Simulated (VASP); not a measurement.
# Cs (P6_3/mmc) in VASP: density of states with PBE

Aim: the density of states of Cs with PBE.

All numbers are computed with VASP 6.6.1; they aren't measurements. Logs are shortened: lines on timing, memory, paths and dates and some standing lists are left out, and cuts for length are marked.

## 1. The cell of the first run

It takes space group P6_3/mmc (No. 194, hexagonal). The conventional cell has a = 4.051 Å, b = 4.051 Å, c = 6.562 Å, α = 90.00°, β = 90.00°, γ = 120.00°. Cs (site symmetry -6m2) has 12 Cs at 4.03 to 4.05 Å within 5.3 Å.

## 2. Density of states, PBE (volume scaled by 0.4)

Input file POSCAR:

```
Cs
1.0
    4.0505838870      0.0000000000      0.0000000000
   -2.0252919435      3.5079085463      0.0000000000
    0.0000000000      0.0000000000      6.5619458970
Cs
2
Direct
    0.3333333333      0.6666666667      0.2500000000
    0.6666666667      0.3333333333      0.7500000000
```

Input file INCAR.step1:

```
ALGO = Normal
EDIFF = 1E-6
ENCUT = 520
GGA = PE
ISIF = 2
ISMEAR = -1
LASPH = T
LCHARG = T
LREAL = F
LWAVE = F
NBANDS = 16
NELM = 60
PREC = Accurate
SIGMA = 0.05
```

Input file KPOINTS.step1:

```
k-points
0
Gamma
  8 8 5
```

Input file INCAR.step2:

```
ALGO = Normal
EDIFF = 1E-6
ENCUT = 520
GGA = PE
ICHARG = 11
ISIF = 2
ISMEAR = -5
LASPH = T
LCHARG = F
LORBIT = 10
LREAL = F
LWAVE = F
NEDOS = 2001
NELM = 60
PREC = Accurate
SIGMA = 0.05
```

Input file KPOINTS.step2:

```
k-points
0
Gamma
  12 12 8
```

Potentials or basis: VASP PAW PBE potentials, release 64 (Cs_sv).

Run with:

```sh
$ cat potpaw_PBE.64/Cs_sv/POTCAR > POTCAR
$ cp INCAR.step1 INCAR
$ cp KPOINTS.step1 KPOINTS
$ mpirun -np 1 vasp_std > vasp.out
$ cp INCAR.step2 INCAR
$ cp KPOINTS.step2 KPOINTS
$ mpirun -np 1 vasp_std > vasp.out
```

OUTCAR:

```text
EDIFF = 1E-6
   ENCUT = 520
   GGA = PE
   ICHARG = 11
   ISIF = 2
   ISMEAR = -5
   LASPH = T
   LORBIT = 10
   LREAL = F
   NELM = 60
   PREC = Accurate

 ion  position               nearest neighbor table
   1  0.333  0.667  0.250-
   2  0.667  0.333  0.750-

  LATTYP: Found a hexagonal cell.
 ALAT       =     4.0505838870
 C/A-ratio  =     1.6200000000

  Lattice vectors:

 A1 = (   4.0505838870,   0.0000000000,   0.0000000000)
 A2 = (  -2.0252919435,   3.5079085463,   0.0000000000)
 A3 = (   0.0000000000,   0.0000000000,   6.5619458970)

Analysis of symmetry for initial positions (statically):
=====================================================================
 Subroutine PRICEL returns:
 Original cell was already a primitive cell.

 Routine SETGRP: Setting up the symmetry group for a
 hexagonal supercell.

 Subroutine GETGRP returns: Found 24 space group operations
 (whereof 12 operations were pure point group operations)
 out of a pool of 24 trial point group operations.

The static configuration has the point symmetry D_3d.
 The point group associated with its full space group is D_6h.

Analysis of symmetry for dynamics (positions and initial velocities):
=====================================================================
 Subroutine PRICEL returns:
 Original cell was already a primitive cell.

 Routine SETGRP: Setting up the symmetry group for a
 hexagonal supercell.

 Subroutine GETGRP returns: Found 24 space group operations
 (whereof 12 operations were pure point group operations)
 out of a pool of 24 trial point group operations.

The dynamic configuration has the point symmetry D_3d.
 The point group associated with its full space group is D_6h.

 Subroutine INISYM returns: Found 24 space group operations
 (whereof 12 operations are pure point group operations),
 and found     1 'primitive' translations

----------------------------------------------------------------------------------------

                                     Primitive cell

  volume of cell :      93.2392

  direct lattice vectors                    reciprocal lattice vectors
     4.050583887  0.000000000  0.000000000     0.246877988  0.142535073  0.000000000
    -2.025291944  3.507908546  0.000000000     0.000000000  0.285070146  0.000000000
     0.000000000  0.000000000  6.561945897     0.000000000  0.000000000  0.152393820

  length of vectors
     4.050583887  4.050583887  6.561945897     0.285070146  0.285070146  0.152393820

  position of ions in fractional coordinates (direct lattice)
     0.333333333  0.666666667  0.250000000
     0.666666667  0.333333333  0.750000000

  ion indices of the primitive-cell ions
   primitive index   ion index
                 1           1
                 2           2

----------------------------------------------------------------------------------------

 KPOINTS: k-points

Automatic generation of k-mesh.
 Grid dimensions read from file:
 generate k-points for:   12   12    8

 Generating k-lattice:

  Cartesian coordinates                     Fractional coordinates (reciprocal lattice)
     0.020573166  0.011877923  0.000000000     0.083333333  0.000000000  0.000000000
     0.000000000  0.023755845  0.000000000     0.000000000  0.083333333  0.000000000
     0.000000000  0.000000000  0.019049227     0.000000000  0.000000000  0.125000000

  Length of vectors
     0.023755845  0.023755845  0.019049227

  Shift w.r.t. Gamma in fractional coordinates (k-lattice)
     0.000000000  0.000000000  0.000000000

 TETIRR: Found   1172 inequivalent tetrahedra from     6912

 Subroutine IBZKPT returns following result:
 ===========================================

 Found     95 irreducible k-points:

 Following reciprocal coordinates:
            Coordinates               Weight
  0.000000  0.000000  0.000000      1.000000
  0.083333  0.000000  0.000000      6.000000
  0.166667  0.000000  0.000000      6.000000
  0.250000  0.000000  0.000000      6.000000
  0.333333  0.000000  0.000000      6.000000
  0.416667 -0.000000  0.000000      6.000000
[... 16 lines left out ...]
  0.250000  0.000000  0.125000     12.000000
  0.333333  0.000000  0.125000     12.000000
 [... further k-points ...]
   k-points           NKPTS =     95   k-points in BZ     NKDIM =     95   number of bands    NBANDS=     13
   number of dos      NEDOS =   2001   number of ions     NIONS =      2
   total plane-waves  NPLWV =  45000
   dimension x,y,z NGX =    30 NGY =   30 NGZ =   50
   dimension x,y,z NGXF=    60 NGYF=   60 NGZF=  100
   ions per type =               2
   NGX,Y,Z   is equivalent  to a cutoff of  12.31, 12.31, 12.67 a.u.
   NGXF,Y,Z  is equivalent  to a cutoff of  24.63, 24.63, 25.33 a.u.
 SYSTEM =  unknown system
   PREC   = accura    normal or accurate (medium, high low for compatibility)
   ISTART =      0    job   : 0-new  1-cont  2-samecut
   ICHARG =     11    charge: 1-file 2-atom 10-const
   ISPIN  =      1    spin polarized calculation?
   LNONCOLLINEAR =      F non collinear calculations
   LSORBIT =      F    spin-orbit coupling
   LASPH  =      T    aspherical Exc in radial PAW
   ENCUT  =  520.0 eV  38.22 Ry    6.18 a.u.   7.53  7.53 12.20*2*pi/ulx,y,z
   NELM   =     60;   NELMIN=  2; NELMDL=  0     # of ELM steps
   EDIFF  = 0.1E-05   stopping-criterion for ELM
   LREAL  =      F    real-space projection
   EDIFFG = 0.1E-04   stopping-criterion for IOM
   NSW    =      0    number of steps for IOM
   IBRION =     -1    ionic relax: 0-MD 1-quasi-New 2-CG
   NFREE  =      0    steps in history (QN), initial steepest desc. (CG)
   ISIF   =      2    stress and relaxation
   ISYM   =      2    0-nonsym 1-usesym 2-fastsym
   POTIM  = 0.5000    time-step for ionic-motion
   TEBEG  =    0.0;   TEEND  =   0.0 temperature during run
   PSTRESS=    0.0 pullay stress
   NELECT =      18.0000    total number of electrons
   NUPDOWN=      -1.0000    fix difference up-down
   EMIN   =  10.00;   EMAX   =-10.00  energy-range for DOS
   EFERMI =   0.00;   METHOD = LEGACY
   ISMEAR =    -5;   SIGMA  =   0.05  broadening in eV -4-tet -1-fermi 0-gaus
   EFERMI_NEDOS =   21; number of points for ismear=-14 and -15
   IALGO  =     38    algorithm
   IMIX   =      4    mixing-type and parameters
     AMIX     =   0.40;   BMIX     =  1.00
     AMIX_MAG =   1.60;   BMIX_MAG =  1.00
  volume/ion in A,a.u.               =      46.62       314.60
  Fermi-wavevector in a.u.,A,eV,Ry     =   0.946163  1.787990 12.180279  0.895225
  Thomas-Fermi vector in A             =   2.074135
   LORBIT       =     10    0 simple, 1 ext, 2 COOP (PROOUT), +10 PAW based schemes
   GGA     = PE    functional components
   LHFCALC =     F    Hartree Fock is set to
   AEXX    =    0.0000 exact exchange contribution
   IVDW    =     0    specifies the selected vdW correction
   LEPSILON=     F    determine dielectric tensor
   LRPA    =     F    only Hartree local field effects (RPA)
 non-spin polarized calculation
 Fermi weights with tetrahedron method with Bloechl corrections
  energy-cutoff  :      520.00
  volume of cell :       93.24
 maximum number of plane-waves:      2547

 number of electron      17.9999996 magnetization

 Free energy of the ion-electron system (eV)
  ---------------------------------------------------
  ext. energy  EPLUGINS =         0.00000000
  ---------------------------------------------------
  free energy    TOTEN  =        -0.15515350 eV

  energy without entropy =       -0.15515350  energy(sigma->0) =       -0.15515350

 E-fermi :   3.8987     XC(G=0):  -8.3325

 val. band max:        3.9259552748   @ k =   0.5000   0.0000   0.0000
 cond. band min:       3.8696415153   @ k =   0.4167   0.1667   0.5000
 fundamental gap:     -0.0563137595
 Fermi energy:         3.8987494633

 k-point     1 :       0.0000    0.0000    0.0000
  band No.  band energies     occupation
      1     -20.0486      2.00000
      2     -19.7743      2.00000
      3      -7.7775      2.00000
      4      -6.1814      2.00000
      5      -6.1814      2.00000
      6      -5.9509      2.00000
      7      -5.9509      2.00000
      8      -5.9257      2.00000
      9       1.9364      2.00000
     10       3.4403      2.00000
     11       6.6584      0.00000
     12       6.6584      0.00000
     13       6.7744      0.00000

 k-point     2 :       0.0833    0.0000    0.0000
  band No.  band energies     occupation
      1     -20.0336      2.00000
      2     -19.7671      2.00000
      3      -7.7406      2.00000
      4      -6.2907      2.00000
      5      -6.2145      2.00000
      6      -6.0644      2.00000
      7      -5.9622      2.00000
      8      -5.9408      2.00000
      9       2.1343      2.00000
     10       3.6308      2.09752
     11       6.1803      0.00000
     12       6.8262      0.00000
     13       6.9399      0.00000

 k-point     3 :       0.1667    0.0000    0.0000
  band No.  band energies     occupation
      1     -19.9916      2.00000
      2     -19.7478      2.00000
      3      -7.6336      2.00000
      4      -6.5789      2.00000
      5      -6.3489      2.00000
      6      -6.2990      2.00000
      7      -5.9971      2.00000
      8      -5.9878      2.00000
      9       2.6483      2.00000
     10       4.0703      0.03594
     11       5.6544      0.00000
     12       6.0595      0.00000
     13       6.6926      0.00000
[... 305 lines left out ...]
 k-point    23 :       0.2500    0.0000    0.1250
  band No.  band energies     occupation
      1     -19.9233      2.00000
      2     -19.7316      2.00000
      3      -7.4537      2.00000
      4      -6.9159      2.00000
      5      -6.7285      2.00000
      6      -6.3919      2.00000
      7      -6.0864      2.00000
      8      -6.0643      2.00000
      9       3.2994      2.00000
     10       4.2837      0.00000
     11       5.1348      0.00000
     12       5.6533      0.00000
     13       6.2939      0.00000

 k-point    24 :       0.3333    0.0000    0.1250
  band No.  band energies     occupation
      1     -19.8584      2.00000
      2     -19.7097      2.00000
      3      -7.4074      2.00000
      4      -7.1468      2.00000
      5      -7.0030      2.00000
      6      -6.4884      2.00000
      7      -6.1864      2.00000
      8      -6.1220      2.00000
      9       3.5769      2.00000
     10       4.0276      0.01531
     11       4.7252      0.00000
     12       5.6966      0.00000
     13       6.7085      0.00000

 [... further k-points ...]
[... 5 lines left out ...]
  --------------------------------------------------------------------------------------
  -------------------------------------------------------------------------------------
  Total        3.1225970      3.1225970      3.2078423      0.0000000     -0.0000000      0.0000000
  in kB       53.6571962     53.6571962     55.1220117      0.0000000     -0.0000000      0.0000000
  external PRESSURE =      54.1454680 kB  Pullay stress =       0.0000000 kB

 VOLUME and BASIS-vectors are now :
 -----------------------------------------------------------------------------
  energy-cutoff  :      520.00
  volume of cell :       93.24
      direct lattice vectors                 reciprocal lattice vectors
     4.050583887  0.000000000  0.000000000     0.246877988  0.142535073  0.000000000
    -2.025291944  3.507908546  0.000000000     0.000000000  0.285070146  0.000000000
     0.000000000  0.000000000  6.561945897     0.000000000  0.000000000  0.152393820

 POSITION                                       TOTAL-FORCE (eV/Angst)
 -----------------------------------------------------------------------------------
     -0.00000      2.33861      1.64049        -0.000000     -0.000000      0.000000
      2.02529      1.16930      4.92146         0.000000      0.000000      0.000000
 -----------------------------------------------------------------------------------
    total drift:                               -0.000000      0.000000     -0.000000

  FREE ENERGIE OF THE ION-ELECTRON SYSTEM (eV)
  ---------------------------------------------------
  free  energy   TOTEN  =        -0.1551534988 eV

  energy  without entropy=       -0.1551534988  energy(sigma->0) =       -0.15515350

 total charge

# of ion       s       p       d       tot
------------------------------------------
    1        1.865   4.602   0.114   6.581
    2        1.865   4.602   0.114   6.581
--------------------------------------------------
tot          3.730   9.203   0.229  13.162
```

Run time: 89 s. Hardware: 1 thread of Intel Xeon 6975P-C, shared host; peak memory 0.25 GiB.

Results:

```
Valence electrons inside the program's atomic spheres : Cs 6.58
```

Levels at points of the mesh, in eV from the Fermi level:
```tsv
k point	band 5	band 6	band 7	band 8	band 9	band 10	band 11	band 12	band 13
(0.00, 0.00, 0.00)	-10.08	-9.85	-9.85	-9.82	-1.96	-0.46	2.76	2.76	2.88
(0.50, 0.00, 0.00)	-10.88	-10.49	-10.29	-10.06	-0.36	0.03	0.15	2.54	2.60
(0.00, 0.00, 0.50)	-9.97	-9.97	-9.97	-9.97	-0.62	-0.62	2.14	2.14	2.75
(0.50, 0.00, 0.50)	-10.30	-10.30	-10.29	-10.29	-0.49	-0.49	1.01	1.01	3.82
```

Caveat: spin-orbit coupling is left out, which moves the levels of the heavy elements; tetrahedron occupations give inexact forces and stress in metals.
